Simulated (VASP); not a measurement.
## Ru: single point with PBE

Crystal: Ru.

```
Ru
1.0
     0.00000    2.14962    1.51978
     2.14962    0.00000    1.51978
     2.14962    2.14962    0.00000
Ru
1
Direct
  0.00000 0.00000 0.00000
```

This isn't the form of Ru at room conditions, which is hcp.

This cell differs from its parent crystal: ratio of the length along z to the lengths across it x 0.707, volume and fractional coordinates fixed.

- Program: VASP 6.6.1
- Task: single point
- Functional: PBE
- Potentials or basis: VASP PAW PBE potentials, release 64 (Ru_pv)
- Cutoff: 520 eV
- k mesh: 24 × 24 × 24
- Occupations: gaussian, width 0.15 eV
- Spin: no spin polarisation

```json
{"Pressure": "3.8 GPa", "Band gap on the k mesh": "zero (bands 7 and 8 overlap by 3.62 eV)"}
```

Levels at points of the mesh, in eV from the Fermi level:
| k point | band 4 | band 5 | band 6 | band 7 | band 8 | band 9 | band 10 | band 11 |
| --- | --- | --- | --- | --- | --- | --- | --- | --- |
| (0.00, 0.00, 0.00) | -7.94 | -2.78 | -2.78 | -2.78 | -0.09 | -0.09 | 10.54 | 17.14 |
| (0.50, 0.00, 0.00) | -6.12 | -4.52 | -0.11 | 0.36 | 1.18 | 2.40 | 10.15 | 10.55 |
| (0.50, 0.50, 0.00) | -6.21 | -6.21 | 1.79 | 1.79 | 1.80 | 9.30 | 9.30 | 9.30 |
| (0.50, 0.00, 0.50) | -6.12 | -4.52 | -0.11 | 0.36 | 1.18 | 2.40 | 10.15 | 10.55 |

Run time: 120 s on 1 thread of Intel(R) Xeon(R) Platinum 8488C (Sapphire Rapids) (shared host), peak memory 0.29 GiB.

Caveat: the cell stands under pressure.
